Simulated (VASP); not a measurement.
# BN (sol2) (P6_3mc) in VASP: notebook, part 2 of 2

VASP 6.6.1.

## Step 3: Relaxation of the atoms, PBEsol (strained cell)

Contents of INCAR:

```
SYSTEM = BN
ALGO = Normal
EDIFF = 1E-6
EDIFFG = -0.002
ENCUT = 520
GGA = PS
IBRION = 2
ISIF = 2
ISMEAR = 0
LASPH = .TRUE.
LCHARG = .FALSE.
LREAL = .FALSE.
LWAVE = .FALSE.
NELM = 100
NSW = 60
PREC = Accurate
SIGMA = 0.02
```

Contents of KPOINTS:

```
k-points
0
G
  9 9 6
  0 0 0
```

Contents of POSCAR:

```
BN
1.0
    2.5024521521      0.0000000000      0.0000000000
   -1.2512260761      2.1671871355      0.0000000000
    0.0000000000      0.0000000000      4.2124704523
B N
2 2
Direct
    0.3333333333      0.6666666667     -0.0001864914
    0.6666666667      0.3333333333      0.4998135086
    0.3333333333      0.6666666667      0.3741864914
    0.6666666667      0.3333333333      0.8741864914
```

Potentials or basis: VASP PAW PBE potentials, release 64 (B, N).

Started as:

```bash
cat potpaw_PBE.64/B/POTCAR potpaw_PBE.64/N/POTCAR > POTCAR
mpirun -np 1 vasp_std > vasp.out
```

OUTCAR:

```text
SYSTEM = BN
   EDIFF = 1E-6
   EDIFFG = -0.002
   ENCUT = 520
   GGA = PS
   IBRION = 2
   ISIF = 2
   ISMEAR = 0
   LASPH = .TRUE.
   LREAL = .FALSE.
   NELM = 100
   NSW = 60
   PREC = Accurate

 ion  position               nearest neighbor table
   1  0.333  0.667  1.000-   4 1.54   4 1.54   4 1.54   3 1.58
   2  0.667  0.333  0.500-   3 1.54   3 1.54   3 1.54   4 1.58
   3  0.333  0.667  0.374-   2 1.54   2 1.54   2 1.54   1 1.58
   4  0.667  0.333  0.874-   1 1.54   1 1.54   1 1.54   2 1.58

  LATTYP: Found a hexagonal cell.
 ALAT       =     2.5024521521
 C/A-ratio  =     1.6833370615

  Lattice vectors:

 A1 = (   2.5024521521,   0.0000000000,   0.0000000000)
 A2 = (  -1.2512260761,   2.1671871355,   0.0000000000)
 A3 = (   0.0000000000,   0.0000000000,   4.2124704523)

Analysis of symmetry for initial positions (statically):
=====================================================================
 Subroutine PRICEL returns:
 Original cell was already a primitive cell.

 Routine SETGRP: Setting up the symmetry group for a
 hexagonal supercell.

 Subroutine GETGRP returns: Found 12 space group operations
 (whereof  6 operations were pure point group operations)
 out of a pool of 24 trial point group operations.

The static configuration has the point symmetry C_3v.
 The point group associated with its full space group is C_6v.

Analysis of symmetry for dynamics (positions and initial velocities):
=====================================================================
 Subroutine PRICEL returns:
 Original cell was already a primitive cell.

 Routine SETGRP: Setting up the symmetry group for a
 hexagonal supercell.

 Subroutine GETGRP returns: Found 12 space group operations
 (whereof  6 operations were pure point group operations)
 out of a pool of 24 trial point group operations.

The dynamic configuration has the point symmetry C_3v.
 The point group associated with its full space group is C_6v.

 Subroutine INISYM returns: Found 12 space group operations
 (whereof  6 operations are pure point group operations),
 and found     1 'primitive' translations

----------------------------------------------------------------------------------------

                                     Primitive cell

  volume of cell :      22.8454

  direct lattice vectors                    reciprocal lattice vectors
     2.502452152  0.000000000  0.000000000     0.399608040  0.230713810  0.000000000
    -1.251226076  2.167187135  0.000000000     0.000000000  0.461427619  0.000000000
     0.000000000  0.000000000  4.212470452     0.000000000  0.000000000  0.237390389

  length of vectors
     2.502452152  2.502452152  4.212470452     0.461427619  0.461427619  0.237390389

  position of ions in fractional coordinates (direct lattice)
     0.333333333  0.666666667  0.999813509
     0.666666667  0.333333333  0.499813509
     0.333333333  0.666666667  0.374186491
     0.666666667  0.333333333  0.874186491

  ion indices of the primitive-cell ions
   primitive index   ion index
                 1           1
                 2           2
                 3           3
                 4           4

[... 62 lines left out ...]
   PREC   = accura    normal or accurate (medium, high low for compatibility)
   ISTART =      0    job   : 0-new  1-cont  2-samecut
   ICHARG =      2    charge: 1-file 2-atom 10-const
   ISPIN  =      1    spin polarized calculation?
   LNONCOLLINEAR =      F non collinear calculations
   LSORBIT =      F    spin-orbit coupling
   LASPH  =      T    aspherical Exc in radial PAW
   ENCUT  =  520.0 eV  38.22 Ry    6.18 a.u.   4.65  4.65  7.83*2*pi/ulx,y,z
   NELM   =    100;   NELMIN=  2; NELMDL= -5     # of ELM steps
   EDIFF  = 0.1E-05   stopping-criterion for ELM
   LREAL  =      F    real-space projection
   EDIFFG = -.2E-02   stopping-criterion for IOM
   NSW    =     60    number of steps for IOM
   IBRION =      2    ionic relax: 0-MD 1-quasi-New 2-CG
   NFREE  =      1    steps in history (QN), initial steepest desc. (CG)
   ISIF   =      2    stress and relaxation
   ISYM   =      2    0-nonsym 1-usesym 2-fastsym
   POTIM  = 0.5000    time-step for ionic-motion
   TEBEG  =    0.0;   TEEND  =   0.0 temperature during run
   PSTRESS=    0.0 pullay stress
   NELECT =      16.0000    total number of electrons
   NUPDOWN=      -1.0000    fix difference up-down
   EMIN   =  10.00;   EMAX   =-10.00  energy-range for DOS
   EFERMI =   0.00;   METHOD = LEGACY
   ISMEAR =     0;   SIGMA  =   0.02  broadening in eV -4-tet -1-fermi 0-gaus
   EFERMI_NEDOS =   21; number of points for ismear=-14 and -15
   IALGO  =     38    algorithm
   IMIX   =      4    mixing-type and parameters
     AMIX     =   0.40;   BMIX     =  1.00
     AMIX_MAG =   1.60;   BMIX_MAG =  1.00
  volume/ion in A,a.u.               =       5.71        38.54
  Fermi-wavevector in a.u.,A,eV,Ry     =   1.453835  2.747350 28.757769  2.113636
  Thomas-Fermi vector in A             =   2.571056
   LORBIT       =      0    0 simple, 1 ext, 2 COOP (PROOUT), +10 PAW based schemes
   GGA     = PS    functional components
   LHFCALC =     F    Hartree Fock is set to
   AEXX    =    0.0000 exact exchange contribution
   IVDW    =     0    specifies the selected vdW correction
   LEPSILON=     F    determine dielectric tensor
   LRPA    =     F    only Hartree local field effects (RPA)
 conjugate gradient relaxation of ions
 non-spin polarized calculation
 Gauss-broadening in eV      SIGMA  =   0.02
  energy-cutoff  :      520.00
  volume of cell :       22.85
 maximum number of plane-waves:       628
 NGX is ok and might be reduce to    20
   NGX =  9   NGY =  9   NGZ = 15

--------------------------------------- Ionic step        1  -------------------------------------------

 number of electron      15.9999997 magnetization

 Free energy of the ion-electron system (eV)
  ---------------------------------------------------
  ext. energy  EPLUGINS =         0.00000000
  ---------------------------------------------------
  free energy    TOTEN  =       -36.58356910 eV

  energy without entropy =      -36.58356910  energy(sigma->0) =      -36.58356910

------------------------ aborting loop because EDIFF is reached ----------------------------------------

  FORCE on cell =-STRESS in cart. coord.  units (eV):
  Direction    XX          YY          ZZ          XY          YZ          ZX
  --------------------------------------------------------------------------------------
  -------------------------------------------------------------------------------------
  Total        2.6263515      2.6263515      0.0236425     -0.0000000      0.0000000      0.0000000
  in kB      184.1892854    184.1892854      1.6580790     -0.0000000      0.0000000      0.0000000
  external PRESSURE =     123.3455500 kB  Pullay stress =       0.0000000 kB
[... 63 lines left out ...]
--------------------------------------- Ionic step        3  -------------------------------------------

 number of electron      15.9999997 magnetization

 Free energy of the ion-electron system (eV)
  ---------------------------------------------------
  ext. energy  EPLUGINS =         0.00000000
  ---------------------------------------------------
  free energy    TOTEN  =       -36.58373438 eV

  energy without entropy =      -36.58373438  energy(sigma->0) =      -36.58373438

 E-fermi :   8.1264     XC(G=0): -13.1733

 val. band max:        7.9855909459   @ k =   0.0000   0.0000   0.0000
 cond. band min:      12.7678611636   @ k =   0.3333   0.3333   0.0000
 fundamental gap:      4.7822702178
 Fermi energy:         8.1263642358

 k-point     1 :       0.0000    0.0000    0.0000
  band No.  band energies     occupation
      1     -12.8789      2.00000
      2      -8.6754      2.00000
      3      -3.4381      2.00000
      4       5.8985      2.00000
      5       5.8985      2.00000
      6       7.5698      2.00000
      7       7.9856      2.00000
      8       7.9856      2.00000
      9      16.1427      0.00000
     10      16.5684      0.00000
     11      16.5684      0.00000
     12      18.2166      0.00000
[... 331 lines left out ...]
 k-point    24 :       0.3333    0.3333    0.1667
  band No.  band energies     occupation
      1      -7.2125      2.00000
      2      -7.2125      2.00000
      3      -1.5231      2.00000
      4      -0.0814      2.00000
      5      -0.0814      2.00000
      6       1.7101      2.00000
      7       3.1155      2.00000
      8       3.1155      2.00000
      9      13.5156      0.00000
     10      19.8604      0.00000
     11      19.8604      0.00000
     12      21.5900      0.00000

 [... further k-points ...]

------------------------ aborting loop because EDIFF is reached ----------------------------------------

  FORCE on cell =-STRESS in cart. coord.  units (eV):
  Direction    XX          YY          ZZ          XY          YZ          ZX
  --------------------------------------------------------------------------------------
  -------------------------------------------------------------------------------------
  Total        2.6135148      2.6135148      0.0247410     -0.0000000      0.0000000     -0.0000000
  in kB      183.2890336    183.2890336      1.7351148     -0.0000000      0.0000000     -0.0000000
  external PRESSURE =     122.7710607 kB  Pullay stress =       0.0000000 kB
[... 19 lines left out ...]
  FREE ENERGIE OF THE ION-ELECTRON SYSTEM (eV)
  ---------------------------------------------------
  free  energy   TOTEN  =       -36.5837343810 eV

  energy  without entropy=      -36.5837343810  energy(sigma->0) =      -36.58373438

 reached required accuracy - stopping structural energy minimisation
```

It took 54 s on 1 thread of AMD EPYC 7R13, shared host; peak memory 0.11 GiB.

What came out:

* Free energy: -36.5837 eV
* Energy gained by relaxing: 0.0 meV/atom
* Ionic steps: 3
* Pressure after relaxing: 12.3 GPa
* Band gap on the k mesh: 4.78 eV, indirect (least direct gap 8.16 eV)

Stress tensor (GPa, compression positive):
```
18.33  0.00  0.00
 0.00 18.33  0.00
 0.00  0.00  0.17
```

The path:
```tsv
step	energy change (eV)	largest force (eV/Å)	pressure (GPa)
1	0.0000	0.0634	12.33
2	0.0001	0.0860	12.20
3	-0.0002	0.0016	12.28
```

Final structure:
```
B N
1.0
     2.50245    0.00000    0.00000
    -1.25123    2.16719    0.00000
     0.00000    0.00000    4.21247
B N
2 2
Direct
  0.33333 0.66667 0.00012
  0.66667 0.33333 0.50012
  0.33333 0.66667 0.37388
  0.66667 0.33333 0.87388
```

Levels at points of the mesh, in eV from the valence-band top:
| k point | band 4 | band 5 | band 6 | band 7 | band 8 | band 9 | band 10 | band 11 | band 12 |
| --- | --- | --- | --- | --- | --- | --- | --- | --- | --- |
| (0.00, 0.00, 0.00) | -2.09 | -2.09 | -0.42 | 0.00 | 0.00 | 8.16 | 8.58 | 8.58 | 10.23 |
| (0.00, 0.00, 0.50) | -6.11 | -1.15 | -1.15 | -1.15 | -1.15 | 9.94 | 9.94 | 10.14 | 10.14 |

Caveat: the cell differs from its parent crystal (strained cell); the PAW data sets were made with another functional, which shifts forces and pressure a little. A k mesh can miss the band edges.

## Step 4: Relaxation of the atoms, PBEsol (strained cell)

Contents of INCAR:

```
  PREC = Accurate
  ENCUT = 520
  EDIFF = 1E-6
  ISMEAR = 0
  SIGMA = 0.02
  LREAL = False
  LASPH = True
  NELM = 100
  ALGO = Normal
  ISIF = 2
  LWAVE = False
  LCHARG = False
  GGA = PS
  IBRION = 2
  NSW = 60
  EDIFFG = -0.002
```

Contents of KPOINTS:

```
regular mesh
0
Gamma
  9 9 6
```

Contents of POSCAR:

```
BN
1.0
    2.5024521521      0.0000000000      0.0000000000
   -1.2512260761      2.1671871355      0.0000000000
    0.0000000000      0.0000000000      4.2102962900
B N
2 2
Direct
    0.3333333333      0.6666666667      0.0000745351
    0.6666666667      0.3333333333      0.5000745351
    0.3333333333      0.6666666667      0.3739254649
    0.6666666667      0.3333333333      0.8739254649
```

Started as:

```bash
cat potpaw_PBE.64/B/POTCAR potpaw_PBE.64/N/POTCAR > POTCAR
mpirun -np 1 vasp_std > vasp.out
```

It took 46 s on 1 thread of AMD EPYC 7R13, shared host; peak memory 0.11 GiB.

Results (log left out):

```
Free energy               : -36.5837 eV
Energy gained by relaxing : 0.0 meV/atom
Ionic steps               : 3
Pressure after relaxing   : 12.5 GPa
Band gap on the k mesh    : 4.78 eV, indirect (least direct gap 8.18 eV)
```

Stress tensor (GPa, compression positive):
```
18.36  0.00  0.00
 0.00 18.36  0.00
 0.00  0.00  0.76
```

Final structure:
```
CELL_PARAMETERS angstrom
2.50245 0.00000 0.00000
-1.25123 2.16719 0.00000
0.00000 0.00000 4.21030
ATOMIC_POSITIONS crystal
B 0.33333 0.66667 0.00012
B 0.66667 0.33333 0.50012
N 0.33333 0.66667 0.37388
N 0.66667 0.33333 0.87388
```

Levels at points of the mesh, in eV from the valence-band top:
```
           k point  band 5  band 6  band 7  band 8  band 9  band 10  band 11  band 12
(0.00, 0.00, 0.00)   -2.09   -0.41    0.00    0.00    8.18     8.58     8.58    10.23
(0.00, 0.00, 0.50)   -1.16   -1.16   -1.16   -1.16    9.94     9.94    10.14    10.14
```

Caveat: the cell differs from its parent crystal (strained cell); the PAW data sets were made with another functional, which shifts forces and pressure a little. A k mesh can miss the band edges.

## Step 5: Overview

```csv
cell,gap on the mesh (eV),pressure (GPa)
"atoms relaxed from a = 2.502, b = 2.502, c = 4.114 Å, angles 90.0, 90.0, 120.0°, 4 atoms",4.87,22.9
"atoms relaxed from a = 2.502, b = 2.502, c = 4.212 Å, angles 90.0, 90.0, 120.0°, 4 atoms",4.78,12.3
"atoms relaxed from a = 2.502, b = 2.502, c = 4.210 Å, angles 90.0, 90.0, 120.0°, 4 atoms",4.78,12.5
```

Alike in all rows: task relaxation of the atoms; level PBEsol; potentials or basis VASP PAW PBE potentials, release 64 (B, N); no spin polarisation; k mesh 9 × 9 × 6; cutoff (eV) 520; smearing gaussian 0.02 eV.

Caveats: the PAW data sets were made with another functional, which shifts forces and pressure a little.

Absolute energies hang on the potentials; compare differences alone.
